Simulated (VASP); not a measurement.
# GaP (F-43m) in VASP: notebook

The runs below take GaP through single point, with r2SCAN+D4.

All numbers are computed with VASP 6.6.1; they aren't measurements. Logs are shortened: lines on timing, memory, paths and dates and some standing lists are left out, and cuts for length are marked.

**1. The cell of the first run**

Symmetry: F-43m, No. 216, cubic system. The conventional cell has a = 5.522 Å, b = 5.522 Å, c = 5.522 Å, α = 90.00°, β = 90.00°, γ = 90.00°. Ga (site symmetry -43m) has 4 P at 2.39 Å within 3.2 Å. P (site symmetry -43m) has 4 Ga at 2.39 Å within 3.2 Å.

**2. Single point, r2SCAN+D4**

The input, POSCAR:

```
GaP
1.0
    0.0000000000      2.7611126653      2.7611126653
    2.7611126653      0.0000000000      2.7611126653
    2.7611126653      2.7611126653      0.0000000000
Ga P
1 1
Direct
    0.0000000000      0.0000000000      0.0000000000
    0.7500000000      0.7500000000      0.7500000000
```

The input, INCAR.step1:

```
SYSTEM = GaP
  ALGO = Normal
  EDIFF = 1E-4
  ENCUT = 520
  GGA = PE
  ISMEAR = -1
  LASPH = .True.
  LCHARG = .False.
  LREAL = .False.
  LWAVE = .True.
  NBANDS = 16
  NELM = 100
  PREC = Accurate
  SIGMA = 0.05
```

The input, INCAR.step2:

```
SYSTEM = GaP
  ALGO = Normal
  EDIFF = 1E-7
  ENCUT = 520
  ISIF = 2
  ISMEAR = -1
  ISTART = 1
  IVDW = 13
  LASPH = .True.
  LCHARG = .False.
  LMIXTAU = .True.
  LREAL = .False.
  LWAVE = .False.
  METAGGA = R2SCAN
  NBANDS = 16
  NELM = 100
  PREC = Accurate
  SIGMA = 0.05
  VDW_A1 = 0.51559235
  VDW_A2 = 5.77342911
  VDW_S6 = 1.0
  VDW_S8 = 0.6018749
```

The input, KPOINTS:

```
k-points
0
Gamma
  8 8 8
  0 0 0
```

Potentials or basis: VASP PAW PBE potentials, release 64 (Ga_d, P).

On the command line:

```bash
$ cat potpaw_PBE.64/Ga_d/POTCAR potpaw_PBE.64/P/POTCAR > POTCAR
$ cp INCAR.step1 INCAR
$ mpirun -np 1 vasp_std > vasp.out
$ cp INCAR.step2 INCAR
$ mpirun -np 1 vasp_std > vasp.out
```

OUTCAR:

```text
SYSTEM = GaP
   EDIFF = 1E-7
   ENCUT = 520
   ISIF = 2
   ISMEAR = -1
   ISTART = 1
   IVDW = 13
   LASPH = .True.
   LREAL = .False.
   METAGGA = R2SCAN
   NELM = 100
   PREC = Accurate

 ion  position               nearest neighbor table
   1  0.000  0.000  0.000-   2 2.39   2 2.39   2 2.39   2 2.39
   2  0.750  0.750  0.750-   1 2.39   1 2.39   1 2.39   1 2.39

  LATTYP: Found a face centered cubic cell.
 ALAT       =     5.5222253306

  Lattice vectors:

 A1 = (   0.0000000000,   2.7611126653,   2.7611126653)
 A2 = (   2.7611126653,   0.0000000000,   2.7611126653)
 A3 = (   2.7611126653,   2.7611126653,   0.0000000000)

Analysis of symmetry for initial positions (statically):
=====================================================================
 Subroutine PRICEL returns:
 Original cell was already a primitive cell.

 Routine SETGRP: Setting up the symmetry group for a
 face centered cubic supercell.

 Subroutine GETGRP returns: Found 24 space group operations
 (whereof 24 operations were pure point group operations)
 out of a pool of 48 trial point group operations.

The static configuration has the point symmetry T_d .

Analysis of symmetry for dynamics (positions and initial velocities):
=====================================================================
 Subroutine PRICEL returns:
 Original cell was already a primitive cell.

 Routine SETGRP: Setting up the symmetry group for a
 face centered cubic supercell.

 Subroutine GETGRP returns: Found 24 space group operations
 (whereof 24 operations were pure point group operations)
 out of a pool of 48 trial point group operations.

The dynamic configuration has the point symmetry T_d .

 Subroutine INISYM returns: Found 24 space group operations
 (whereof 24 operations are pure point group operations),
 and found     1 'primitive' translations

----------------------------------------------------------------------------------------

                                     Primitive cell

  volume of cell :      42.1000

  direct lattice vectors                    reciprocal lattice vectors
     0.000000000  2.761112665  2.761112665    -0.181086417  0.181086417  0.181086417
     2.761112665  0.000000000  2.761112665     0.181086417 -0.181086417  0.181086417
     2.761112665  2.761112665  0.000000000     0.181086417  0.181086417 -0.181086417

  length of vectors
     3.904802979  3.904802979  3.904802979     0.313650875  0.313650875  0.313650875

  position of ions in fractional coordinates (direct lattice)
     0.000000000  0.000000000  0.000000000
     0.750000000  0.750000000  0.750000000

  ion indices of the primitive-cell ions
   primitive index   ion index
                 1           1
                 2           2

----------------------------------------------------------------------------------------

 KPOINTS: k-points

Automatic generation of k-mesh.
 Grid dimensions read from file:
 generate k-points for:    8    8    8

 Generating k-lattice:

  Cartesian coordinates                     Fractional coordinates (reciprocal lattice)
    -0.022635802  0.022635802  0.022635802     0.125000000  0.000000000  0.000000000
     0.022635802 -0.022635802  0.022635802     0.000000000  0.125000000  0.000000000
     0.022635802  0.022635802 -0.022635802     0.000000000  0.000000000  0.125000000

  Length of vectors
     0.039206359  0.039206359  0.039206359

  Shift w.r.t. Gamma in fractional coordinates (k-lattice)
     0.000000000  0.000000000  0.000000000

 Subroutine IBZKPT returns following result:
 ===========================================

 Found     29 irreducible k-points:

 Following reciprocal coordinates:
            Coordinates               Weight
  0.000000  0.000000  0.000000      1.000000
  0.125000  0.000000  0.000000      8.000000
  0.250000  0.000000  0.000000      8.000000
  0.375000  0.000000  0.000000      8.000000
  0.500000  0.000000  0.000000      4.000000
  0.125000  0.125000  0.000000      6.000000
[... 16 lines left out ...]
  0.500000  0.250000  0.125000     48.000000
 -0.375000  0.250000  0.125000     24.000000
 [... further k-points ...]
   k-points           NKPTS =     29   k-points in BZ     NKDIM =     29   number of bands    NBANDS=     16
   number of dos      NEDOS =    301   number of ions     NIONS =      2
   total plane-waves  NPLWV =  27000
   dimension x,y,z NGX =    30 NGY =   30 NGZ =   30
   dimension x,y,z NGXF=    60 NGYF=   60 NGZF=   60
   ions per type =               1   1
   NGX,Y,Z   is equivalent  to a cutoff of  12.77, 12.77, 12.77 a.u.
   NGXF,Y,Z  is equivalent  to a cutoff of  25.54, 25.54, 25.54 a.u.
 SYSTEM =  GaP
   PREC   = accura    normal or accurate (medium, high low for compatibility)
   ISTART =      1    job   : 0-new  1-cont  2-samecut
   ICHARG =      0    charge: 1-file 2-atom 10-const
   ISPIN  =      1    spin polarized calculation?
   LNONCOLLINEAR =      F non collinear calculations
   LSORBIT =      F    spin-orbit coupling
   LASPH  =      T    aspherical Exc in radial PAW
   ENCUT  =  520.0 eV  38.22 Ry    6.18 a.u.   7.26  7.26  7.26*2*pi/ulx,y,z
   NELM   =    100;   NELMIN=  2; NELMDL=  0     # of ELM steps
   EDIFF  = 0.1E-06   stopping-criterion for ELM
   LREAL  =      F    real-space projection
   EDIFFG = 0.1E-05   stopping-criterion for IOM
   NSW    =      0    number of steps for IOM
   IBRION =     -1    ionic relax: 0-MD 1-quasi-New 2-CG
   NFREE  =      0    steps in history (QN), initial steepest desc. (CG)
   ISIF   =      2    stress and relaxation
   ISYM   =      2    0-nonsym 1-usesym 2-fastsym
   POTIM  = 0.5000    time-step for ionic-motion
   TEBEG  =    0.0;   TEEND  =   0.0 temperature during run
   PSTRESS=    0.0 pullay stress
   NELECT =      18.0000    total number of electrons
   NUPDOWN=      -1.0000    fix difference up-down
   EMIN   =  10.00;   EMAX   =-10.00  energy-range for DOS
   EFERMI =   0.00;   METHOD = LEGACY
   ISMEAR =    -1;   SIGMA  =   0.05  broadening in eV -4-tet -1-fermi 0-gaus
   EFERMI_NEDOS =   21; number of points for ismear=-14 and -15
   IALGO  =     38    algorithm
   IMIX   =      4    mixing-type and parameters
     AMIX     =   0.40;   BMIX     =  1.00
     AMIX_MAG =   1.60;   BMIX_MAG =  1.00
  volume/ion in A,a.u.               =      21.05       142.05
  Fermi-wavevector in a.u.,A,eV,Ry     =   1.233308  2.330614 20.695122  1.521049
  Thomas-Fermi vector in A             =   2.368043
   LORBIT       =      0    0 simple, 1 ext, 2 COOP (PROOUT), +10 PAW based schemes
   METAGGA = R2SCAN    functional components
   LHFCALC =     F    Hartree Fock is set to
   AEXX    =    0.0000 exact exchange contribution
   IVDW    =    13    specifies the selected vdW correction
   LEPSILON=     F    determine dielectric tensor
   LRPA    =     F    only Hartree local field effects (RPA)
 non-spin polarized calculation
  energy-cutoff  :      520.00
  volume of cell :       42.10
 maximum number of plane-waves:      1158
 NGX is ok and might be reduce to    30
   NGX = 15   NGY = 15   NGZ = 15

 number of electron      18.0000007 magnetization

 Free energy of the ion-electron system (eV)
  ---------------------------------------------------
  ext. energy  EPLUGINS =         0.00000000
  ---------------------------------------------------
  free energy    TOTEN  =       -21.44632676 eV

  energy without entropy =      -21.44632676  energy(sigma->0) =      -21.44632676

 E-fermi :   4.9880     XC(G=0): -10.3587

 val. band max:        4.0671212318   @ k =   0.0000   0.0000   0.0000
 cond. band min:       5.9784580650   @ k =   0.5000   0.0000   0.0000
 fundamental gap:      1.9113368332
 Fermi energy:         4.9879644124

 k-point     1 :       0.0000    0.0000    0.0000
  band No.  band energies     occupation
      1     -10.8631      2.00000
      2     -10.8631      2.00000
      3     -10.8631      2.00000
      4     -10.7616      2.00000
      5     -10.7616      2.00000
      6      -8.6569      2.00000
[... 8 lines left out ...]
     15      14.2883      0.00000
     16      14.2883      0.00000

 k-point     2 :       0.1250    0.0000    0.0000
  band No.  band energies     occupation
      1     -10.8764      2.00000
      2     -10.8587      2.00000
      3     -10.8587      2.00000
      4     -10.7616      2.00000
      5     -10.7616      2.00000
      6      -8.4546      2.00000
[... 8 lines left out ...]
     15      13.6814      0.00000
     16      14.2304      0.00000

 k-point     3 :       0.2500    0.0000    0.0000
  band No.  band energies     occupation
      1     -10.9055      2.00000
      2     -10.8491      2.00000
      3     -10.8490      2.00000
      4     -10.7604      2.00000
      5     -10.7604      2.00000
      6      -7.8836      2.00000
[... 8 lines left out ...]
     15      13.5039      0.00000
     16      14.4989      0.00000

 k-point     4 :       0.3750    0.0000    0.0000
  band No.  band energies     occupation
      1     -10.9317      2.00000
      2     -10.8414      2.00000
      3     -10.8414      2.00000
      4     -10.7572      2.00000
      5     -10.7572      2.00000
      6      -7.0972      2.00000
[... 8 lines left out ...]
     15      14.7188      0.00000
     16      14.7188      0.00000
[... 324 lines left out ...]
 k-point    22 :       0.3750    0.2500    0.1250
  band No.  band energies     occupation
      1     -10.9286      2.00000
      2     -10.8376      2.00000
      3     -10.8339      2.00000
      4     -10.7712      2.00000
      5     -10.7532      2.00000
      6      -7.3985      2.00000
[... 8 lines left out ...]
     15      15.6595      0.00000
     16      16.9678      0.00000

 k-point    23 :       0.5000    0.2500    0.1250
  band No.  band energies     occupation
      1     -10.9440      2.00000
      2     -10.8333      2.00000
      3     -10.8253      2.00000
      4     -10.7694      2.00000
      5     -10.7533      2.00000
      6      -6.6609      2.00000
[... 8 lines left out ...]
     15      16.0709      0.00000
     16      17.4229      0.00000

 k-point    24 :      -0.3750    0.2500    0.1250
  band No.  band energies     occupation
      1     -10.9496      2.00000
      2     -10.8325      2.00000
      3     -10.8221      2.00000
      4     -10.7662      2.00000
      5     -10.7549      2.00000
      6      -6.2266      2.00000
[... 8 lines left out ...]
     15      16.5859      0.00000
     16      17.0766      0.00000

 [... further k-points ...]

------------------------ aborting loop because EDIFF is reached ----------------------------------------

  DFT-D4 for vdW energy calculation

  Edisp (eV):   -0.28107

  FORCE on cell =-STRESS in cart. coord.  units (eV):
  Direction    XX          YY          ZZ          XY          YZ          ZX
  --------------------------------------------------------------------------------------
  -------------------------------------------------------------------------------------
  Total      -1.08645    -1.08645    -1.08645    -0.00000     0.00000     0.00000
  in kB     -41.34624   -41.34624   -41.34624    -0.00000     0.00000     0.00000
  external pressure =      -41.35 kB  Pullay stress =        0.00 kB

 VOLUME and BASIS-vectors are now :
 -----------------------------------------------------------------------------
  energy-cutoff  :      520.00
  volume of cell :       42.10
      direct lattice vectors                 reciprocal lattice vectors
     0.000000000  2.761112665  2.761112665    -0.181086417  0.181086417  0.181086417
     2.761112665  0.000000000  2.761112665     0.181086417 -0.181086417  0.181086417
     2.761112665  2.761112665  0.000000000     0.181086417  0.181086417 -0.181086417

 POSITION                                       TOTAL-FORCE (eV/Angst)
 -----------------------------------------------------------------------------------
      0.00000      0.00000      0.00000         0.000000      0.000000      0.000000
      4.14167      4.14167      4.14167        -0.000000     -0.000000     -0.000000
 -----------------------------------------------------------------------------------
    total drift:                               -0.000005     -0.000005     -0.000005

  FREE ENERGIE OF THE ION-ELECTRON SYSTEM (eV)
  ---------------------------------------------------
  free  energy   TOTEN  =       -21.7274015662 eV

  energy  without entropy=      -21.7274015660  energy(sigma->0) =      -21.72740157
```

It took 3.1 min on 1 thread of AMD EPYC 7R13, shared host; peak memory 0.15 GiB.

Results:

```
Free energy                : -21.7274 eV
Pressure                   : -4.1 GPa
Band gap on the k mesh     : 1.91 eV (least direct gap 2.00 eV)
Dispersion energy per atom : -0.141 eV
```

Levels at points of the mesh, in eV from the valence-band top:
```tsv
k point	band 7	band 8	band 9	band 10	band 11	band 12
(0.00, 0.00, 0.00)	0.00	0.00	0.00	2.00	4.20	4.20
(0.50, 0.00, 0.00)	-6.62	-1.11	-1.11	1.91	5.07	5.07
(0.50, 0.50, 0.00)	-6.77	-2.66	-2.66	1.99	2.13	11.04
```

Caveat: the cell stands under tension; the PAW data sets were made with another functional, which shifts forces and pressure a little.

**3. Single point, r2SCAN+D4**

This run uses another cell than the first one, of 21.45 Å³/atom.

The input, POSCAR:

```
GaP
1.0
    0.0000000000      2.7786998443      2.7786998443
    2.7786998443      0.0000000000      2.7786998443
    2.7786998443      2.7786998443      0.0000000000
Ga P
1 1
Direct
    0.0000000000      0.0000000000      0.0000000000
    0.7500000000      0.7500000000      0.7500000000
```

The input, INCAR.step1:

```
SYSTEM = GaP
ALGO = Normal
EDIFF = 1E-4
ENCUT = 520
GGA = PE
ISMEAR = -1
LASPH = .True.
LCHARG = .False.
LREAL = .False.
LWAVE = .True.
NBANDS = 16
NELM = 80
PREC = Accurate
SIGMA = 0.05
```

The input, INCAR.step2:

```
SYSTEM = GaP
ALGO = Normal
EDIFF = 1E-6
ENCUT = 520
ISIF = 2
ISMEAR = -1
ISTART = 1
IVDW = 13
LASPH = .True.
LCHARG = .False.
LMIXTAU = .True.
LREAL = .False.
LWAVE = .False.
METAGGA = R2SCAN
NBANDS = 16
NELM = 80
PREC = Accurate
SIGMA = 0.05
VDW_A1 = 0.51559235
VDW_A2 = 5.77342911
VDW_S6 = 1.0
VDW_S8 = 0.6018749
```

KPOINTS is that of step 2.

Potentials or basis: VASP PAW PBE potentials, release 64 (Ga_d, P).

On the command line:

```bash
$ cat potpaw_PBE.64/Ga_d/POTCAR potpaw_PBE.64/P/POTCAR > POTCAR
$ cp INCAR.step1 INCAR
$ mpirun -np 1 vasp_std > vasp.out
$ cp INCAR.step2 INCAR
$ mpirun -np 1 vasp_std > vasp.out
```

Wall time 2.9 min (1 thread of AMD EPYC 7R13, shared host); peak memory 0.15 GiB.

Results (log left out):

| Item | Value |
| --- | --- |
| Free energy | -21.7031 eV |
| Pressure | -5.5 GPa |
| Band gap on the k mesh | 1.84 eV |
| Dispersion energy per atom | -0.138 eV |

Levels at points of the mesh, in eV from the valence-band top:
```
           k point  band 6  band 7  band 8  band 9  band 10  band 11  band 12  band 13
(0.00, 0.00, 0.00)  -12.58    0.00    0.00    0.00     1.84     4.20     4.20     4.20
(0.50, 0.00, 0.00)  -10.62   -6.51   -1.08   -1.08     1.85     5.07     5.07     8.69
(0.50, 0.50, 0.00)   -9.76   -6.68   -2.60   -2.60     2.03     2.14    10.89    10.89
```

Caveat: the cell stands under tension; the PAW data sets were made with another functional, which shifts forces and pressure a little.
